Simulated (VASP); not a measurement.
# SrO: single point with PBE

Crystal: SrO.

```
Sr O
1.0
     0.00000    2.59739    2.59739
     2.59739    0.00000    2.59739
     2.59739    2.59739    0.00000
Sr O
1 1
Cartesian
  0.0000 0.0000 0.0000
  2.5974 2.5444 2.5444
```

This cell differs from its parent crystal: all O atoms moved +0.075 Å, as atom 2 towards its neighbour atom 2 (O) at 3.673 Å.

```yaml
Program: VASP 6.6.1
Task: single point
Functional: PBE
Potentials_or_basis: VASP PAW PBE potentials, release 64 (Sr_sv, O)
Cutoff: 520 eV
k_mesh: 8 × 8 × 8
Occupations: gaussian, width 0.05 eV
Spin: no spin polarisation
Dipole_correction: no
Further_INCAR_settings: ALGO = Normal; EDIFF = 1e-06; NBANDS = 15
```

* Pressure: 0.7 GPa
* Largest force: 0.146 eV/Å
* Band gap on the k mesh: 3.31 eV, indirect (least direct gap 3.41 eV)

Forces on the atoms (eV/Å):
```
Sr   0.000 -0.103 -0.103
O    0.000  0.103  0.103
```

Stress tensor (GPa, compression positive):
```
 0.46  0.00  0.00
 0.00  0.75 -0.03
 0.00 -0.03  0.75
```

Levels at points of the mesh, in eV from the valence-band top:
```
           k point  band 4  band 5  band 6  band 7  band 8  band 9  band 10  band 11  band 12  band 13
(0.00, 0.00, 0.00)  -14.15  -14.13    0.00    0.00    0.00    3.78     6.16     6.18     6.18     8.26
(0.50, 0.00, 0.00)  -14.23  -12.97   -2.10   -1.07   -1.07    6.43     8.21     8.68     8.72    11.61
(0.00, 0.50, 0.00)  -14.23  -12.97   -2.10   -1.06   -1.06    6.42     8.14     8.67     8.74    11.61
(0.50, 0.50, 0.00)  -14.48  -14.45   -0.47   -0.11   -0.10    3.31     7.57     9.99    10.10    10.86
(0.00, 0.50, 0.50)  -14.48  -14.43   -0.47   -0.12   -0.10    3.34     7.57    10.00    10.12    10.86
```

Run time: 32 s on 1 thread of Intel(R) Xeon(R) 6975P-C (Granite Rapids) (shared host), peak memory 0.18 GiB.

Caveat: the cell differs from its parent crystal (all O atoms moved +0.075 Å, as atom 2 towards its neighbour atom 2 (O) at 3.673 Å). A k mesh can miss the band edges.
